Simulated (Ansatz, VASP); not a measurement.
## In3Se: VASP beside Ansatz

```
CELL_PARAMETERS angstrom
-4.78818 0.00000 0.00000
0.00000 0.00000 -4.78818
0.00000 -9.57637 0.00000
ATOMIC_POSITIONS crystal
In 0.00000 0.50000 0.75000
In 0.00000 0.50000 0.25000
In 0.50000 0.50000 0.00000
In 0.50000 0.50000 0.50000
In 0.50000 0.00000 0.75000
In 0.50000 0.00000 0.25000
Se 0.00000 0.00000 0.50000
Se 0.00000 0.00000 0.00000
```

Alike in both runs: task single point; functional PBE; k mesh 4 × 4 × 2; occupations gaussian, width 0.2 eV; no spin polarisation.

```csv
,VASP,Ansatz
version,VASP 6.6.1,Ansatz 0.2.0
potentials or method,"VASP PAW PBE potentials, release 64 (In_d, Se), cutoff 520 eV","scalar-relativistic, plane waves, PAW"
valence electrons in the cell,90,110
```

|  | VASP | Ansatz | Ansatz less VASP |
| --- | --- | --- | --- |
| gap on the k mesh at the Fermi level (eV) | none | none | - |
| pressure (GPa) | 0.2 | 0.2 | +0.02 |

A gap of «none» marks a metal or a gap that the smearing closes. VASP's potentials hold 90 valence electrons a cell and Ansatz's 110, so a difference there can come from the potentials and not from the codes.
